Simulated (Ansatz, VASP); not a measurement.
Two plane-wave programs on Se

```
Se
1.0
     4.52038    0.00000    0.00000
    -2.26019    3.91476    0.00000
     0.00000    0.00000    5.04531
Se
3
Direct
  0.21893 0.00000 0.33333
  0.00000 0.21893 0.66667
  0.78107 0.78107 0.00000
```

Alike in both runs: task single point; functional PBE; k mesh 8 × 8 × 6; no spin polarisation.

|  | VASP | Ansatz |
| --- | --- | --- |
| version | VASP 6.6.1 | Ansatz 0.2.0 |
| potentials or method | VASP PAW PBE potentials, release 64 (Se), cutoff 520 eV | plane waves (420 eV) with PAW, scalar-relativistic |
| occupations | methfessel-paxton of order 1, width 0.6 eV | cold, width 0.6 eV |
| valence electrons in the cell | 18 | 48 |

Ansatz gave:

```
gap on the k mesh at the Fermi level (eV) : 1.14
pressure (GPa)                            : 0.0
```

**Question.** Estimate VASP's values.

**Answer.** gap on the k mesh at the Fermi level (eV): 1.13; pressure (GPa): 0.0.

VASP's potentials hold 18 valence electrons a cell and Ansatz's 48, so a difference there can come from the potentials and not from the codes.
